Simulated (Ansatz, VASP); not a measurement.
One calculation of Ge3S, two programs

```
CELL_PARAMETERS angstrom
4.26005 0.00000 0.00000
0.00000 4.26005 0.00000
0.00000 0.00000 4.26005
ATOMIC_POSITIONS crystal
Ge 0.00000 0.50000 0.50000
Ge 0.50000 0.00000 0.50000
Ge 0.50000 0.50000 0.00000
S 0.00000 0.00000 0.00000
```

Alike in both runs: functional PBE; k mesh 12 × 12 × 12; occupations gaussian, width 0.1 eV; no spin polarisation.

Ansatz relaxed the structure, and its values are those at the end. VASP's run is a single point on that final structure, the one shown.

|  | VASP | Ansatz |
| --- | --- | --- |
| version | VASP 6.6.1 | Ansatz 0.2.0 |
| potentials or method | VASP PAW PBE potentials, release 64 (Ge_d, S), cutoff 520 eV | scalar-relativistic, plane waves, PAW |
| valence electrons in the cell | 48 | 48 |

```csv
,VASP,Ansatz,Ansatz less VASP
gap on the k mesh at the Fermi level (eV),none,none,-
pressure (GPa),0.0,0.0,+0.01
```

A gap of «none» marks a metal or a gap that the smearing closes.
